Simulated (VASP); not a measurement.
# BaTiO3 (R3m) in VASP: further runs

Aim: see how the results for BaTiO3 move with the level of theory and the settings. Levels: PBE, PBEsol, r2SCAN. Tasks: single point, relaxation of cell and atoms.

All numbers are computed with VASP 6.6.1; they aren't measurements. Logs are shortened: lines on timing, memory, paths and dates and some standing lists are left out, and cuts for length are marked.

## Step 1: The cell of the first run

Symmetry: R3m, No. 160, trigonal system. Conventional cell: a = 5.729 Å, b = 5.729 Å, c = 7.047 Å, α = 90.00°, β = 90.00°, γ = 120.00°. Within 3.7 Å of Ba (site symmetry 3m) lie 12 O at 2.82 to 2.92 Å and 8 Ti at 3.41 to 3.63 Å. Ti (site symmetry 3m) has 6 O at 1.90 to 2.17 Å within 2.5 Å. O (site symmetry m) has 2 Ti at 1.90 to 2.17 Å within 2.5 Å.

## Step 2: Single point, PBE (volume scaled by 1.04)

Input file INCAR:

```
PREC = Accurate ; ENCUT = 520
EDIFF = 1E-6 ; ISMEAR = -1
SIGMA = 0.05 ; LREAL = False
LASPH = True ; NELM = 60
ALGO = Normal ; ISIF = 2
LWAVE = False ; LCHARG = False
GGA = PE ; NBANDS = 28
```

Input file KPOINTS:

```
Automatic mesh
0
Gamma
  7 7 7
```

Input file POSCAR:

```
BaTiO3
1.0
    2.8645730673      1.6538620315      2.3489021694
   -2.8645730673      1.6538620315      2.3489021694
    0.0000000000     -3.3077240631      2.3489021694
Ba Ti O
1 1 3
Direct
    0.0000000000      0.0000000000      0.0000000000
    0.4845000000      0.4845000000      0.4845000000
    0.5086000000      0.0175000000      0.5086000000
    0.0175000000      0.5086000000      0.5086000000
    0.5086000000      0.5086000000      0.0175000000
```

Potentials or basis: VASP PAW PBE potentials, release 64 (Ba_sv, Ti_sv, O).

Launch:

```
> cat potpaw_PBE.64/Ba_sv/POTCAR potpaw_PBE.64/Ti_sv/POTCAR potpaw_PBE.64/O/POTCAR > POTCAR
> mpirun -np 1 vasp_std > vasp.out
```

OUTCAR:

```text
PREC = Accurate
   ENCUT = 520
   EDIFF = 1E-6
   ISMEAR = -1
   LREAL = False
   LASPH = True
   NELM = 60
   ISIF = 2
   GGA = PE

 ion  position               nearest neighbor table
   1  0.000  0.000  0.000-   5 2.82   4 2.82   3 2.82   5 2.87   5 2.87   3 2.87   4 2.87   4 2.87
                             3 2.87   5 2.92   4 2.92   3 2.92   2 3.41   2 3.48   2 3.48   2 3.48
   2  0.484  0.484  0.484-   3 1.90   4 1.90   5 1.90   3 2.17   4 2.17   5 2.17   1 3.41   1 3.48
                             1 3.48   1 3.48   1 3.55   1 3.55   1 3.55   1 3.63
   3  0.509  0.017  0.509-   2 1.90   2 2.17   1 2.82   1 2.87   1 2.87   1 2.92
   4  0.017  0.509  0.509-   2 1.90   2 2.17   1 2.82   1 2.87   1 2.87   1 2.92
   5  0.509  0.509  0.017-   2 1.90   2 2.17   1 2.82   1 2.87   1 2.87   1 2.92

  LATTYP: Found a trigonal (rhomboedric) cell.
 ALAT       =     4.0568928848
 COS(alpha) =     0.0028448829

  Lattice vectors:

 A1 = (   2.8645730673,   1.6538620315,   2.3489021694)
 A2 = (  -2.8645730673,   1.6538620315,   2.3489021694)
 A3 = (   0.0000000000,  -3.3077240631,   2.3489021694)

Analysis of symmetry for initial positions (statically):
=====================================================================
 Subroutine PRICEL returns:
 Original cell was already a primitive cell.

 Routine SETGRP: Setting up the symmetry group for a
 trigonal (rhombohedral) supercell.

 Subroutine GETGRP returns: Found  6 space group operations
 (whereof  6 operations were pure point group operations)
 out of a pool of 12 trial point group operations.

The static configuration has the point symmetry C_3v.

Analysis of symmetry for dynamics (positions and initial velocities):
=====================================================================
 Subroutine PRICEL returns:
 Original cell was already a primitive cell.

 Routine SETGRP: Setting up the symmetry group for a
 trigonal (rhombohedral) supercell.

 Subroutine GETGRP returns: Found  6 space group operations
 (whereof  6 operations were pure point group operations)
 out of a pool of 12 trial point group operations.

The dynamic configuration has the point symmetry C_3v.

 Subroutine INISYM returns: Found  6 space group operations
 (whereof  6 operations are pure point group operations),
 and found     1 'primitive' translations

----------------------------------------------------------------------------------------

                                     Primitive cell

  volume of cell :      66.7691

  direct lattice vectors                    reciprocal lattice vectors
     2.864573067  1.653862032  2.348902169     0.174546080  0.100774226  0.141910267
    -2.864573067  1.653862032  2.348902169    -0.174546080  0.100774226  0.141910267
     0.000000000 -3.307724063  2.348902169     0.000000000 -0.201548453  0.141910267

  length of vectors
     4.056892885  4.056892885  4.056892885     0.246496050  0.246496050  0.246496050

  position of ions in fractional coordinates (direct lattice)
     0.000000000  0.000000000  0.000000000
     0.484500000  0.484500000  0.484500000
     0.508600000  0.017500000  0.508600000
     0.017500000  0.508600000  0.508600000
     0.508600000  0.508600000  0.017500000

  ion indices of the primitive-cell ions
   primitive index   ion index
                 1           1
                 2           2
                 3           3
                 4           4
                 5           5

----------------------------------------------------------------------------------------

 KPOINTS: Automatic mesh

Automatic generation of k-mesh.
 Grid dimensions read from file:
 generate k-points for:    7    7    7

 Generating k-lattice:

  Cartesian coordinates                     Fractional coordinates (reciprocal lattice)
     0.024935154  0.014396318  0.020272895     0.142857143 -0.000000000  0.000000000
    -0.024935154  0.014396318  0.020272895    -0.000000000  0.142857143  0.000000000
     0.000000000 -0.028792636  0.020272895     0.000000000  0.000000000  0.142857143

  Length of vectors
     0.035213721  0.035213721  0.035213721

  Shift w.r.t. Gamma in fractional coordinates (k-lattice)
     0.000000000  0.000000000  0.000000000

 Subroutine IBZKPT returns following result:
 ===========================================

 Found     44 irreducible k-points:

 Following reciprocal coordinates:
            Coordinates               Weight
  0.000000  0.000000  0.000000      1.000000
  0.142857  0.000000  0.000000      6.000000
  0.285714 -0.000000 -0.000000      6.000000
  0.428571  0.000000  0.000000      6.000000
  0.142857  0.142857  0.000000      6.000000
  0.285714  0.142857  0.000000     12.000000
[... 16 lines left out ...]
  0.285714  0.285714  0.142857      6.000000
  0.428571  0.285714  0.142857     12.000000
 [... further k-points ...]
   k-points           NKPTS =     44   k-points in BZ     NKDIM =     44   number of bands    NBANDS=     28
   number of dos      NEDOS =    301   number of ions     NIONS =      5
   total plane-waves  NPLWV =  27000
   dimension x,y,z NGX =    30 NGY =   30 NGZ =   30
   dimension x,y,z NGXF=    60 NGYF=   60 NGZF=   60
   ions per type =               1   1   3
   NGX,Y,Z   is equivalent  to a cutoff of  12.29, 12.29, 12.29 a.u.
   NGXF,Y,Z  is equivalent  to a cutoff of  24.59, 24.59, 24.59 a.u.
 SYSTEM =  unknown system
   PREC   = accura    normal or accurate (medium, high low for compatibility)
   ISTART =      0    job   : 0-new  1-cont  2-samecut
   ICHARG =      2    charge: 1-file 2-atom 10-const
   ISPIN  =      1    spin polarized calculation?
   LNONCOLLINEAR =      F non collinear calculations
   LSORBIT =      F    spin-orbit coupling
   LASPH  =      T    aspherical Exc in radial PAW
   ENCUT  =  520.0 eV  38.22 Ry    6.18 a.u.   7.54  7.54  7.54*2*pi/ulx,y,z
   NELM   =     60;   NELMIN=  2; NELMDL= -5     # of ELM steps
   EDIFF  = 0.1E-05   stopping-criterion for ELM
   LREAL  =      F    real-space projection
   EDIFFG = 0.1E-04   stopping-criterion for IOM
   NSW    =      0    number of steps for IOM
   IBRION =     -1    ionic relax: 0-MD 1-quasi-New 2-CG
   NFREE  =      0    steps in history (QN), initial steepest desc. (CG)
   ISIF   =      2    stress and relaxation
   ISYM   =      2    0-nonsym 1-usesym 2-fastsym
   POTIM  = 0.5000    time-step for ionic-motion
   TEBEG  =    0.0;   TEEND  =   0.0 temperature during run
   PSTRESS=    0.0 pullay stress
   NELECT =      40.0000    total number of electrons
   NUPDOWN=      -1.0000    fix difference up-down
   EMIN   =  10.00;   EMAX   =-10.00  energy-range for DOS
   EFERMI =   0.00;   METHOD = LEGACY
   ISMEAR =    -1;   SIGMA  =   0.05  broadening in eV -4-tet -1-fermi 0-gaus
   EFERMI_NEDOS =   21; number of points for ismear=-14 and -15
   IALGO  =     38    algorithm
   IMIX   =      4    mixing-type and parameters
     AMIX     =   0.40;   BMIX     =  1.00
     AMIX_MAG =   1.60;   BMIX_MAG =  1.00
  volume/ion in A,a.u.               =      13.35        90.12
  Fermi-wavevector in a.u.,A,eV,Ry     =   1.380076  2.607966 25.913794  1.904610
  Thomas-Fermi vector in A             =   2.504987
   LORBIT       =      0    0 simple, 1 ext, 2 COOP (PROOUT), +10 PAW based schemes
   GGA     = PE    functional components
[... 5 lines left out ...]
 non-spin polarized calculation
  energy-cutoff  :      520.00
  volume of cell :       66.77
 maximum number of plane-waves:      1819
 NGX is ok and might be reduce to    30
   NGX = 15   NGY = 15   NGZ = 15

 number of electron      40.0000013 magnetization

 Free energy of the ion-electron system (eV)
  ---------------------------------------------------
  ext. energy  EPLUGINS =         0.00000000
  ---------------------------------------------------
  free energy    TOTEN  =       -40.04730046 eV

  energy without entropy =      -40.04730046  energy(sigma->0) =      -40.04730046

 E-fermi :   4.6251     XC(G=0): -11.0295

 val. band max:        3.4198605158   @ k =   0.4286   0.4286   0.4286
 cond. band min:       5.7555816854   @ k =   0.0000   0.0000   0.0000
 fundamental gap:      2.3357211696
 Fermi energy:         4.6250592562

 k-point     1 :       0.0000    0.0000    0.0000
  band No.  band energies     occupation
      1     -52.9832      2.00000
      2     -29.2192      2.00000
      3     -29.2132      2.00000
      4     -29.2132      2.00000
      5     -21.4326      2.00000
      6     -13.2671      2.00000
[... 20 lines left out ...]
     27       8.4972      0.00000
     28      10.4215      0.00000

 k-point     2 :       0.1429    0.0000    0.0000
  band No.  band energies     occupation
      1     -52.9830      2.00000
      2     -29.2245      2.00000
      3     -29.2158      2.00000
      4     -29.2129      2.00000
      5     -21.4150      2.00000
      6     -13.2717      2.00000
[... 20 lines left out ...]
     27       8.8719      0.00000
     28      10.8988      0.00000

 k-point     3 :       0.2857   -0.0000   -0.0000
  band No.  band energies     occupation
      1     -52.9827      2.00000
      2     -29.2422      2.00000
      3     -29.2159      2.00000
      4     -29.2122      2.00000
      5     -21.3750      2.00000
      6     -13.3335      2.00000
[... 20 lines left out ...]
     27       9.8085      0.00000
     28      11.6635      0.00000

 k-point     4 :       0.4286    0.0000    0.0000
  band No.  band energies     occupation
      1     -52.9824      2.00000
      2     -29.2567      2.00000
      3     -29.2154      2.00000
      4     -29.2117      2.00000
      5     -21.3423      2.00000
      6     -13.4161      2.00000
[... 578 lines left out ...]
     27       9.4929      0.00000
     28      11.2130      0.00000

 k-point    23 :       0.2857    0.2857    0.1429
  band No.  band energies     occupation
      1     -52.9820      2.00000
      2     -29.2426      2.00000
      3     -29.2379      2.00000
      4     -29.2208      2.00000
      5     -21.3173      2.00000
      6     -13.1060      2.00000
[... 20 lines left out ...]
     27      11.0962      0.00000
     28      11.5828      0.00000

 k-point    24 :       0.4286    0.2857    0.1429
  band No.  band energies     occupation
      1     -52.9817      2.00000
      2     -29.2549      2.00000
      3     -29.2392      2.00000
      4     -29.2203      2.00000
      5     -21.2922      2.00000
      6     -13.0571      2.00000
[... 20 lines left out ...]
     27      11.5978      0.00000
     28      11.7512      0.00000

 [... further k-points ...]
[... 5 lines left out ...]
  --------------------------------------------------------------------------------------
  -------------------------------------------------------------------------------------
  Total        0.0395116      0.0395116      0.1079511      0.0000000     -0.0000000     -0.0000000
  in kB        0.9481133      0.9481133      2.5903735      0.0000000     -0.0000000     -0.0000000
  external PRESSURE =       1.4955334 kB  Pullay stress =       0.0000000 kB

 VOLUME and BASIS-vectors are now :
 -----------------------------------------------------------------------------
  energy-cutoff  :      520.00
  volume of cell :       66.77
      direct lattice vectors                 reciprocal lattice vectors
     2.864573067  1.653862032  2.348902169     0.174546080  0.100774226  0.141910267
    -2.864573067  1.653862032  2.348902169    -0.174546080  0.100774226  0.141910267
     0.000000000 -3.307724063  2.348902169     0.000000000 -0.201548453  0.141910267

 POSITION                                       TOTAL-FORCE (eV/Angst)
 -----------------------------------------------------------------------------------
      0.00000      0.00000      0.00000         0.000000      0.000000     -0.127699
      0.00000     -0.00000      3.41413         0.000000      0.000000     -0.185710
      1.40679     -0.81221      2.43041        -0.083087      0.047970      0.104470
     -1.40679     -0.81221      2.43041         0.083087      0.047970      0.104470
      0.00000      1.62442      2.43041         0.000000     -0.095941      0.104470
 -----------------------------------------------------------------------------------
    total drift:                                0.000000     -0.000001     -0.000426

  FREE ENERGIE OF THE ION-ELECTRON SYSTEM (eV)
  ---------------------------------------------------
  free  energy   TOTEN  =       -40.0473004571 eV

  energy  without entropy=      -40.0473004571  energy(sigma->0) =      -40.04730046
```

It took 2.6 min on 1 thread of AMD EPYC 7R13, shared host; peak memory 0.2 GiB.

Results:

```yaml
Free_energy: -40.0473 eV
Pressure: 0.1 GPa
Largest_force: 0.186 eV/Å
Band_gap_on_the_k_mesh: 2.34 eV, indirect (least direct gap 2.71 eV)
```

Forces in eV/Å, atoms in the order of the input:
```
Ba   0.000  0.000 -0.128
Ti   0.000  0.000 -0.186
O   -0.083  0.048  0.104
O    0.083  0.048  0.104
O    0.000 -0.096  0.104
```

Stress tensor (GPa, compression positive):
```
0.09 0.00 0.00
0.00 0.09 0.00
0.00 0.00 0.26
```

Caveat: the cell differs from its parent crystal (volume scaled by 1.04); spin-orbit coupling is left out, which moves the levels of the heavy elements. A k mesh can miss the band edges.

## Step 3: Single point, PBE (volume scaled by 1.06)

Input file INCAR:

```
SYSTEM = BaTiO3
  PREC = Accurate
  ENCUT = 520
  EDIFF = 1E-6
  ISMEAR = -1
  SIGMA = 0.05
  LREAL = .False.
  LASPH = .True.
  NELM = 80
  ALGO = Normal
  ISIF = 2
  LWAVE = .False.
  LCHARG = .True.
  GGA = PE
  LELF = .True.
  LVHAR = .True.
  NBANDS = 28
```

Input file KPOINTS:

```
Automatic mesh
0
Gamma
  7 7 7
  0 0 0
```

POSCAR, as its differences from that of step 2:

```diff
@@ -2,5 +2,5 @@
 1.0
-    2.8645730673      1.6538620315      2.3489021694
-   -2.8645730673      1.6538620315      2.3489021694
-    0.0000000000     -3.3077240631      2.3489021694
+    2.8828192476      1.6643964686      2.3638637331
+   -2.8828192476      1.6643964686      2.3638637331
+    0.0000000000     -3.3287929373      2.3638637331
 Ba Ti O
```

Potentials or basis: VASP PAW PBE potentials, release 64 (Ba_sv, Ti_sv, O).

Launch:

```
> cat potpaw_PBE.64/Ba_sv/POTCAR potpaw_PBE.64/Ti_sv/POTCAR potpaw_PBE.64/O/POTCAR > POTCAR
> mpirun -np 1 vasp_std > vasp.out
```

Run time: 2.5 min. Hardware: 1 thread of AMD EPYC 7R13, shared host; peak memory 0.2 GiB.

The run converged. Its results:

* Free energy: -40.0382 eV
* Pressure: -2.7 GPa
* Largest force: 0.368 eV/Å
* Band gap on the k mesh: 2.29 eV, indirect (least direct gap 2.67 eV)

Forces in eV/Å, atoms in the order of the input:
```
Ba   0.000  0.000 -0.132
Ti   0.000  0.000 -0.368
O   -0.181  0.105  0.167
O    0.181  0.105  0.167
O    0.000 -0.209  0.167
```

Stress tensor (GPa, compression positive):
```
-2.83  0.00  0.00
 0.00 -2.83  0.00
 0.00  0.00 -2.48
```

Levels at points of the mesh, in eV from the valence-band top:
```
           k point  band 18  band 19  band 20  band 21  band 22  band 23
(0.00, 0.00, 0.00)    -0.50    -0.38    -0.38     2.29     2.29     2.40
```

Caveat: the cell differs from its parent crystal (volume scaled by 1.06); spin-orbit coupling is left out, which moves the levels of the heavy elements.

## Step 4: Relaxation of cell and atoms, PBE, target pressure 30 GPa, at which the enthalpy is minimised

This run uses another cell than the first one, of 12.84 Å³/atom, 0.962 times its volume.

Input file INCAR:

```
SYSTEM = BaTiO3
PREC = Accurate
ENCUT = 600
EDIFF = 1E-6
ISMEAR = -1
SIGMA = 0.05
LREAL = .False.
LASPH = .True.
NELM = 80
ALGO = Normal
ISIF = 3
LWAVE = .False.
LCHARG = .False.
GGA = PE
IBRION = 2
NSW = 60
EDIFFG = -0.01
PSTRESS = 300.0
```

KPOINTS is that of step 3.

POSCAR, as its differences from that of step 3:

```diff
@@ -2,5 +2,5 @@
 1.0
-    2.8828192476      1.6643964686      2.3638637331
-   -2.8828192476      1.6643964686      2.3638637331
-    0.0000000000     -3.3287929373      2.3638637331
+    2.8273666084      1.6323808724      2.3183934932
+   -2.8273666084      1.6323808724      2.3183934932
+    0.0000000000     -3.2647617449      2.3183934932
 Ba Ti O
```

Launch:

```
> cat potpaw_PBE.64/Ba_sv/POTCAR potpaw_PBE.64/Ti_sv/POTCAR potpaw_PBE.64/O/POTCAR > POTCAR
> mpirun -np 1 vasp_std > vasp.out
```

Wall time 22 min (1 thread of AMD EPYC 7R13, shared host); peak memory 0.23 GiB.

It converged, with:

| Quantity | Value |
| --- | --- |
| Free energy | -39.2978 eV |
| Relaxed volume | 11.43 Å³/atom |
| Relaxed cell | a = 3.852 Å, b = 3.852 Å, c = 3.852 Å, α = 90.00°, β = 90.00°, γ = 90.00° |
| Space group after relaxing (to 0.05 Å) | Pm-3m (No. 221) |
| Energy change on relaxing (the enthalpy is what falls) | +140.0 meV/atom |
| Ionic steps | 17 |
| Pressure after relaxing | 30.0 GPa |
| Largest force after relaxing | 0.007 eV/Å |
| Band gap on the k mesh | 1.98 eV, direct |

Forces on the atoms (eV/Å):
```
Ba   0.000  0.000 -0.002
Ti   0.000  0.000  0.001
O   -0.006  0.004  0.000
O    0.006  0.004  0.000
O    0.000 -0.007  0.000
```

The path:
```csv
step,energy change (eV),largest force (eV/Å),pressure (GPa),volume (Å³)
1,0.0000,0.2079,6.66,64.20
2,4.2827,3.4414,101.94,48.34
3,0.6224,1.2592,28.77,58.21
4,0.6717,1.3118,30.05,57.94
5,0.7619,0.3017,31.61,56.95
6,0.7693,0.2724,31.75,56.91
7,0.6025,0.1613,27.33,57.77
8,0.6448,0.1867,28.49,57.54
9,0.6711,0.1576,29.30,57.35
10,0.7039,0.1425,30.17,57.16
11,0.6969,0.0768,29.97,57.19
12,0.6920,0.0297,29.83,57.21
13,0.6925,0.0312,29.84,57.21
14,0.7112,0.0102,30.34,57.11
15,0.7045,0.0135,30.22,57.14
16,0.6932,0.0140,29.93,57.20
17,0.6999,0.0074,30.00,57.17
```

Final structure:
```
Ba Ti O
1.0
     2.72399    1.57269    2.22412
    -2.72399    1.57269    2.22412
     0.00000   -3.14539    2.22412
Ba Ti O
1 1 3
Direct
  0.00386 0.00386 0.00386
  0.50375 0.50375 0.50375
  0.50391 0.00377 0.50391
  0.00377 0.50391 0.50391
  0.50391 0.50391 0.00377
```

Levels at points of the mesh, in eV from the valence-band top:
| k point | band 17 | band 18 | band 19 | band 20 | band 21 | band 22 | band 23 | band 24 |
| --- | --- | --- | --- | --- | --- | --- | --- | --- |
| (0.00, 0.00, 0.00) | -1.27 | 0.00 | 0.00 | 0.00 | 1.98 | 1.98 | 1.98 | 4.72 |

Caveat: the cell is relaxed towards a set pressure, so the enthalpy falls and the energy may rise; spin-orbit coupling is left out, which moves the levels of the heavy elements. A k mesh can miss the band edges.

[end of part 1 of 2]
